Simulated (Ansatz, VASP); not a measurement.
# PbSe: VASP beside Ansatz

INCAR

```
PREC = Accurate
ENCUT = 520
EDIFF = 1E-7
ISMEAR = 0
SIGMA = 0.03
LREAL = False
LASPH = True
NELM = 100
ALGO = Normal
ISIF = 2
LWAVE = False
LCHARG = False
GGA = PE
IVDW = 12
NBANDS = 17
```

The input KPOINTS:

```
Automatic mesh
0
Gamma
  10 10 10
```

File POSCAR:

```
PbSe
1.0
   -0.1686898036      3.2357771410      3.0670873374
    3.2357771410     -0.1686898036      3.0670873374
    3.0670873374      3.0670873374      0.0000000000
Pb Se
1 1
Direct
    0.0000000000      0.0000000000      0.0000000000
    0.5000000000      0.5000000000      0.5000000000
```

Input for Ansatz:

```yaml
crystal:
  lattice:
    - [-0.1686898036, 3.235777141, 3.0670873374]
    - [3.235777141, -0.1686898036, 3.0670873374]
    - [3.0670873374, 3.0670873374, 0.0]
  atoms:
    - { symbol: Pb, position: [0.0, 0.0, 0.0] }
    - { symbol: Se, position: [0.5, 0.5, 0.5] }
basis:
  ecutwfc: 420
kpoints:
  mp_grid: { grid: [10, 10, 10] }
hamiltonian:
  xc: pbe
  dispersion: d3bj
scf:
  occupations: { method: gaussian, width: 0.03 }
output:
  forces: true
  stress: true
  eigenvalues: true
```

Change from the starting cell: engineering shear strain xy -0.1100, equal normal strain along x and y +0.0550.

Alike in both runs: task single point; functional PBE; dispersion D3(BJ); k mesh 10 × 10 × 10; occupations gaussian, width 0.03 eV; no spin polarisation.

```csv
,VASP,Ansatz
version,VASP 6.6.1,Ansatz 0.2.0
potentials or method,"VASP PAW PBE potentials, release 64 (Pb_d, Se), cutoff 520 eV","scalar-relativistic, plane waves, PAW"
valence electrons in the cell,20,30
```

|  | VASP | Ansatz | Ansatz less VASP |
| --- | --- | --- | --- |
| gap on the k mesh at the Fermi level (eV) | 0.14 | 0.13 | -0.004 |
| least direct gap on the mesh (eV) | 0.33 | 0.33 | -0.003 |
| pressure (GPa) | -1.9 | -1.9 | +0.02 |
| traceless stress, the component that is largest in VASP (GPa) | 2.73 | 2.72 | -0.009 |

VASP's potentials hold 20 valence electrons a cell and Ansatz's 30, so a difference there can come from the potentials and not from the codes. Ansatz's warnings: dispersion switch in reach.

Spin-orbit coupling is off throughout.
